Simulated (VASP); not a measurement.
# WC (Imm2) in VASP: notebook

Runs on WC. Level: PBEsol. Tasks: single point.

Everything below comes from runs of VASP 6.6.1. Logs are shortened: lines on timing, memory, paths and dates and some standing lists are left out, and cuts for length are marked.

## (1) The cell of the first run

Symmetry: Imm2, No. 44, orthorhombic system. Conventional cell: a = 3.101 Å, b = 4.385 Å, c = 3.101 Å, α = 90.00°, β = 90.00°, γ = 90.00°. W (site symmetry mm2) has 6 C at 2.06 to 2.34 Å within 2.7 Å. C (site symmetry mm2) has 6 W at 2.06 to 2.34 Å within 2.7 Å.

## (2) Single point, PBEsol

INCAR

```
SYSTEM = WC
PREC = Accurate
ENCUT = 520
EDIFF = 1E-6
ISMEAR = 0
SIGMA = 0.15
LREAL = .False.
LASPH = .True.
NELM = 100
ALGO = Normal
ISIF = 2
LWAVE = .False.
LCHARG = .False.
GGA = PS
NBANDS = 16
```

KPOINTS

```
Automatic mesh
0
Gamma
  18 18 18
  0 0 0
```

POSCAR

```
WC
1.0
    0.0000000000      2.1926840000      2.1926840000
    2.1926840000      0.0000000000      2.1926840000
    2.1926840000      2.1926840000      0.0000000000
W C
1 1
Direct
    0.0644969162      0.0000000000      0.0000000000
    0.5000000000      0.5000000000      0.5000000000
```

Potentials or basis: VASP PAW PBE potentials, release 64 (W_sv, C).

On the command line:

```console
$ cat potpaw_PBE.64/W_sv/POTCAR potpaw_PBE.64/C/POTCAR > POTCAR
$ mpirun -np 1 vasp_std > vasp.out
```

OUTCAR:

```text
SYSTEM = WC
   PREC = Accurate
   ENCUT = 520
   EDIFF = 1E-6
   ISMEAR = 0
   LREAL = .False.
   LASPH = .True.
   NELM = 100
   ISIF = 2
   GGA = PS

 ion  position               nearest neighbor table
   1  0.064  0.000  0.000-   2 2.06   2 2.06   2 2.20   2 2.20   2 2.34   2 2.34
   2  0.500  0.500  0.500-   1 2.06   1 2.06   1 2.20   1 2.20   1 2.34   1 2.34

  LATTYP: Found a face centered cubic cell.
 ALAT       =     4.3853680000

  Lattice vectors:

 A1 = (   0.0000000000,   2.1926840000,   2.1926840000)
 A2 = (   2.1926840000,   0.0000000000,   2.1926840000)
 A3 = (   2.1926840000,   2.1926840000,   0.0000000000)

Analysis of symmetry for initial positions (statically):
=====================================================================
 Subroutine PRICEL returns:
 Original cell was already a primitive cell.

 Routine SETGRP: Setting up the symmetry group for a
 face centered cubic supercell.

 Subroutine GETGRP returns: Found  4 space group operations
 (whereof  4 operations were pure point group operations)
 out of a pool of 48 trial point group operations.

The static configuration has the point symmetry C_2v.

Analysis of symmetry for dynamics (positions and initial velocities):
=====================================================================
 Subroutine PRICEL returns:
 Original cell was already a primitive cell.

 Routine SETGRP: Setting up the symmetry group for a
 face centered cubic supercell.

 Subroutine GETGRP returns: Found  4 space group operations
 (whereof  4 operations were pure point group operations)
 out of a pool of 48 trial point group operations.

The dynamic configuration has the point symmetry C_2v.

 Subroutine INISYM returns: Found  4 space group operations
 (whereof  4 operations are pure point group operations),
 and found     1 'primitive' translations

----------------------------------------------------------------------------------------

                                     Primitive cell

  volume of cell :      21.0842

  direct lattice vectors                    reciprocal lattice vectors
     0.000000000  2.192684000  2.192684000    -0.228031034  0.228031034  0.228031034
     2.192684000  0.000000000  2.192684000     0.228031034 -0.228031034  0.228031034
     2.192684000  2.192684000  0.000000000     0.228031034  0.228031034 -0.228031034

  length of vectors
     3.100923451  3.100923451  3.100923451     0.394961337  0.394961337  0.394961337

  position of ions in fractional coordinates (direct lattice)
     0.064496916  0.000000000  0.000000000
     0.500000000  0.500000000  0.500000000

  ion indices of the primitive-cell ions
   primitive index   ion index
                 1           1
                 2           2

----------------------------------------------------------------------------------------

 KPOINTS: Automatic mesh

Automatic generation of k-mesh.
 Grid dimensions read from file:
 generate k-points for:   18   18   18

 Generating k-lattice:

  Cartesian coordinates                     Fractional coordinates (reciprocal lattice)
    -0.012668391  0.012668391  0.012668391     0.055555556  0.000000000  0.000000000
     0.012668391 -0.012668391  0.012668391     0.000000000  0.055555556  0.000000000
     0.012668391  0.012668391 -0.012668391     0.000000000  0.000000000  0.055555556

  Length of vectors
     0.021942296  0.021942296  0.021942296

  Shift w.r.t. Gamma in fractional coordinates (k-lattice)
     0.000000000  0.000000000  0.000000000

 Subroutine IBZKPT returns following result:
 ===========================================

 Found    865 irreducible k-points:

 Following reciprocal coordinates:
            Coordinates               Weight
  0.000000  0.000000  0.000000      1.000000
  0.055556  0.000000  0.000000      4.000000
  0.000000  0.055556  0.000000      4.000000
  0.111111  0.000000  0.000000      4.000000
  0.000000  0.111111  0.000000      4.000000
  0.166667  0.000000  0.000000      4.000000
[... 16 lines left out ...]
  0.000000  0.111111  0.055556      4.000000
  0.055556  0.000000  0.111111      8.000000
 [... further k-points ...]
   k-points           NKPTS =    865   k-points in BZ     NKDIM =    865   number of bands    NBANDS=     16
   number of dos      NEDOS =    301   number of ions     NIONS =      2
   total plane-waves  NPLWV =  13824
   dimension x,y,z NGX =    24 NGY =   24 NGZ =   24
   dimension x,y,z NGXF=    48 NGYF=   48 NGZF=   48
   ions per type =               1   1
   NGX,Y,Z   is equivalent  to a cutoff of  12.87, 12.87, 12.87 a.u.
   NGXF,Y,Z  is equivalent  to a cutoff of  25.73, 25.73, 25.73 a.u.
 SYSTEM =  WC
   PREC   = accura    normal or accurate (medium, high low for compatibility)
   ISTART =      0    job   : 0-new  1-cont  2-samecut
   ICHARG =      2    charge: 1-file 2-atom 10-const
   ISPIN  =      1    spin polarized calculation?
   LNONCOLLINEAR =      F non collinear calculations
   LSORBIT =      F    spin-orbit coupling
   LASPH  =      T    aspherical Exc in radial PAW
   ENCUT  =  520.0 eV  38.22 Ry    6.18 a.u.   5.77  5.77  5.77*2*pi/ulx,y,z
   NELM   =    100;   NELMIN=  2; NELMDL= -5     # of ELM steps
   EDIFF  = 0.1E-05   stopping-criterion for ELM
   LREAL  =      F    real-space projection
   EDIFFG = 0.1E-04   stopping-criterion for IOM
   NSW    =      0    number of steps for IOM
   IBRION =     -1    ionic relax: 0-MD 1-quasi-New 2-CG
   NFREE  =      0    steps in history (QN), initial steepest desc. (CG)
   ISIF   =      2    stress and relaxation
   ISYM   =      2    0-nonsym 1-usesym 2-fastsym
   POTIM  = 0.5000    time-step for ionic-motion
   TEBEG  =    0.0;   TEEND  =   0.0 temperature during run
   PSTRESS=    0.0 pullay stress
   NELECT =      18.0000    total number of electrons
   NUPDOWN=      -1.0000    fix difference up-down
   EMIN   =  10.00;   EMAX   =-10.00  energy-range for DOS
   EFERMI =   0.00;   METHOD = LEGACY
   ISMEAR =     0;   SIGMA  =   0.15  broadening in eV -4-tet -1-fermi 0-gaus
   EFERMI_NEDOS =   21; number of points for ismear=-14 and -15
   IALGO  =     38    algorithm
   IMIX   =      4    mixing-type and parameters
     AMIX     =   0.40;   BMIX     =  1.00
     AMIX_MAG =   1.60;   BMIX_MAG =  1.00
  volume/ion in A,a.u.               =      10.54        71.14
  Fermi-wavevector in a.u.,A,eV,Ry     =   1.553029  2.934800 32.815887  2.411900
  Thomas-Fermi vector in A             =   2.657319
   LORBIT       =      0    0 simple, 1 ext, 2 COOP (PROOUT), +10 PAW based schemes
   GGA     = PS    functional components
   LHFCALC =     F    Hartree Fock is set to
   AEXX    =    0.0000 exact exchange contribution
   IVDW    =     0    specifies the selected vdW correction
   LEPSILON=     F    determine dielectric tensor
   LRPA    =     F    only Hartree local field effects (RPA)
 non-spin polarized calculation
 Gauss-broadening in eV      SIGMA  =   0.15
  energy-cutoff  :      520.00
  volume of cell :       21.08
 maximum number of plane-waves:       588
   NGX = 11   NGY = 11   NGZ = 11

 number of electron      18.0000001 magnetization

 Free energy of the ion-electron system (eV)
  ---------------------------------------------------
  ext. energy  EPLUGINS =         0.00000000
  ---------------------------------------------------
  free energy    TOTEN  =       -22.84753709 eV

  energy without entropy =      -22.83612185  energy(sigma->0) =      -22.84182947

 E-fermi :  12.1499     XC(G=0): -13.8242

 val. band max:       12.1498457382   @ k =   0.2222  -0.3333   0.4444
 cond. band min:      12.1518882380   @ k =   0.0556  -0.3333   0.2778
 fundamental gap:      0.0020424998
 Fermi energy:        12.1498669420

 k-point     1 :       0.0000    0.0000    0.0000
  band No.  band energies     occupation
      1     -63.0756      2.00000
      2     -27.1010      2.00000
      3     -27.0963      2.00000
      4     -27.0755      2.00000
      5      -3.5124      2.00000
      6       8.6409      2.00000
[... 8 lines left out ...]
     15      21.7523      0.00000
     16      35.0468      0.00000

 k-point     2 :       0.0556    0.0000    0.0000
  band No.  band energies     occupation
      1     -63.0745      2.00000
      2     -27.1117      2.00000
      3     -27.1030      2.00000
      4     -27.0808      2.00000
      5      -3.4259      2.00000
      6       8.3538      2.00000
[... 8 lines left out ...]
     15      21.9628      0.00000
     16      34.0317      0.00000

 k-point     3 :       0.0000    0.0556    0.0000
  band No.  band energies     occupation
      1     -63.0745      2.00000
      2     -27.1167      2.00000
      3     -27.0981      2.00000
      4     -27.0811      2.00000
      5      -3.4246      2.00000
      6       8.2982      2.00000
[... 8 lines left out ...]
     15      21.9604      0.00000
     16      34.1542      0.00000

 k-point     4 :       0.1111    0.0000    0.0000
  band No.  band energies     occupation
      1     -63.0713      2.00000
      2     -27.1630      2.00000
      3     -27.1089      2.00000
      4     -27.0889      2.00000
      5      -3.1712      2.00000
      6       7.7614      2.00000
[... 8 lines left out ...]
     15      22.5499      0.00000
     16      32.2205      0.00000
[... 324 lines left out ...]
 k-point    22 :       0.1111    0.0556    0.0000
  band No.  band energies     occupation
      1     -63.0716      2.00000
      2     -27.1517      2.00000
      3     -27.1123      2.00000
      4     -27.0903      2.00000
      5      -3.1997      2.00000
      6       7.8809      2.00000
[... 8 lines left out ...]
     15      22.4945      0.00000
     16      32.5146      0.00000

 k-point    23 :       0.0000    0.1111    0.0556
  band No.  band energies     occupation
      1     -63.0716      2.00000
      2     -27.1458      2.00000
      3     -27.1106      2.00000
      4     -27.0983      2.00000
      5      -3.1998      2.00000
      6       7.6806      2.00000
[... 8 lines left out ...]
     15      22.4958      0.00000
     16      32.6108      0.00000

 k-point    24 :       0.0556    0.0000    0.1111
  band No.  band energies     occupation
      1     -63.0716      2.00000
      2     -27.1566      2.00000
      3     -27.1084      2.00000
      4     -27.0904      2.00000
      5      -3.1958      2.00000
      6       7.7795      2.00000
[... 8 lines left out ...]
     15      22.4904      0.00000
     16      32.5391      0.00000

 [... further k-points ...]
[... 5 lines left out ...]
  --------------------------------------------------------------------------------------
  -------------------------------------------------------------------------------------
  Total       -1.2567067      0.0871468      0.0871468      0.0000000     -0.2151673      0.0000000
  in kB      -95.4962627      6.6222266      6.6222266      0.0000000    -16.3504152      0.0000000
  external PRESSURE =     -27.4172699 kB  Pullay stress =       0.0000000 kB

 VOLUME and BASIS-vectors are now :
 -----------------------------------------------------------------------------
  energy-cutoff  :      520.00
  volume of cell :       21.08
      direct lattice vectors                 reciprocal lattice vectors
     0.000000000  2.192684000  2.192684000    -0.228031034  0.228031034  0.228031034
     2.192684000  0.000000000  2.192684000     0.228031034 -0.228031034  0.228031034
     2.192684000  2.192684000  0.000000000     0.228031034  0.228031034 -0.228031034

 POSITION                                       TOTAL-FORCE (eV/Angst)
 -----------------------------------------------------------------------------------
      0.00000      0.14142      0.14142         0.000000     -1.090995     -1.090995
      2.19268      2.19268      2.19268         0.000000      1.090995      1.090995
 -----------------------------------------------------------------------------------
    total drift:                               -0.000000      0.000198      0.000198

  FREE ENERGIE OF THE ION-ELECTRON SYSTEM (eV)
  ---------------------------------------------------
  free  energy   TOTEN  =       -22.8475370899 eV

  energy  without entropy=      -22.8361218487  energy(sigma->0) =      -22.84182947
```

It took 72 s on 1 thread of Intel Xeon 6975P-C (Granite Rapids), shared host; peak memory 0.38 GiB.

Results:

- Free energy: -22.8475 eV
- Pressure: -2.7 GPa
- Largest force: 1.543 eV/Å
- Band gap on the k mesh: zero (band 9 reaches 13.23 eV, above the bottom of band 10 at 10.12 eV)

Forces on the atoms (eV/Å):
```
W    0.000 -1.091 -1.091
C    0.000  1.091  1.091
```

Levels at points of the mesh, in eV from the Fermi level:
```
           k point  band 6  band 7  band 8  band 9  band 10  band 11  band 12  band 13
(0.00, 0.00, 0.00)   -3.51   -3.37   -2.67   -2.59    -1.30    -0.03     0.67     1.01
(0.50, 0.00, 0.00)   -9.47   -6.55   -6.44    1.08     1.20     2.47     4.81     8.78
(0.00, 0.50, 0.00)   -9.69   -6.40   -6.21    1.06     1.07     2.37     4.28     8.09
(0.50, 0.50, 0.00)   -5.98   -5.45   -2.56   -2.01     1.23     2.35     2.38     5.07
(0.00, 0.50, 0.50)   -6.23   -5.50   -2.79   -1.62     1.44     2.38     2.38     5.62
```

Caveat: the cell differs from its parent crystal (all W atoms moved -0.200 Å, as atom 1 towards its neighbour atom 1 (W) at 3.101 Å); the PAW data sets were made with another functional, which shifts forces and pressure a little; spin-orbit coupling is left out, which moves the levels of the heavy elements.

## (3) Single point, PBEsol

INCAR

```
SYSTEM = WC
PREC     = Accurate       ! precision mode
ENCUT    = 520            ! plane-wave cutoff, eV
EDIFF    = 1E-6           ! SCF threshold, eV
ISMEAR   = 0              ! smearing method
SIGMA    = 0.15           ! smearing width, eV
LREAL    = .False.        ! projectors in reciprocal space
LASPH    = .True.         ! aspherical terms in the spheres
NELM     = 80             ! most SCF steps
ALGO     = Normal         ! electronic algorithm
ISIF     = 2              ! what is computed and relaxed
LWAVE    = .False.        ! write WAVECAR
LCHARG   = .True.         ! write CHGCAR
GGA      = PS             ! functional
LELF     = .True.         ! ELF
LVHAR    = .True.       
NBANDS   = 16             ! bands
```

KPOINTS

```
regular mesh
0
Gamma
  18 18 18
  0 0 0
```

Edit POSCAR of step 2 so:

```diff
@@ -8,3 +8,3 @@
 Direct
-    0.0644969162      0.0000000000      0.0000000000
+   -0.0483726872      0.0000000000      0.0000000000
     0.5000000000      0.5000000000      0.5000000000
```

Potentials or basis: VASP PAW PBE potentials, release 64 (W_sv, C).

On the command line:

```console
$ cat potpaw_PBE.64/W_sv/POTCAR potpaw_PBE.64/C/POTCAR > POTCAR
$ mpirun -np 1 vasp_std > vasp.out
```

It took 74 s on 1 thread of Intel Xeon 6975P-C (Granite Rapids), shared host; peak memory 0.38 GiB.

Results (log left out):

- Free energy: -22.9137 eV
- Pressure: -5.6 GPa
- Largest force: 1.103 eV/Å
- Band gap on the k mesh: zero (band 9 reaches 13.26 eV, above the bottom of band 10 at 10.20 eV)

Forces in eV/Å, atoms in the order of the input:
```
W    0.000  0.780  0.780
C    0.000 -0.780 -0.780
```

Stress tensor (GPa, compression positive):
```
-9.44  0.00  0.00
 0.00 -3.62 -0.57
 0.00 -0.57 -3.62
```

Levels at points of the mesh, in eV from the Fermi level:
```tsv
k point	band 6	band 7	band 8	band 9	band 10	band 11	band 12	band 13
(0.00, 0.00, 0.00)	-3.23	-3.16	-2.70	-2.22	-1.32	-0.39	0.17	0.48
(0.50, 0.00, 0.00)	-9.60	-6.55	-6.49	1.08	1.15	2.42	4.86	8.79
(0.00, 0.50, 0.00)	-9.73	-6.46	-6.35	1.07	1.07	2.36	4.54	8.36
(0.50, 0.50, 0.00)	-5.89	-5.49	-2.52	-2.19	1.08	2.33	2.34	5.21
(0.00, 0.50, 0.50)	-6.05	-5.53	-2.65	-1.96	1.20	2.34	2.34	5.54
```

Caveat: the cell differs from its parent crystal (all W atoms moved +0.150 Å, as atom 1 towards its neighbour atom 1 (W) at 3.101 Å); the PAW data sets were made with another functional, which shifts forces and pressure a little; spin-orbit coupling is left out, which moves the levels of the heavy elements.

(Part 1 of 2 ends here.)
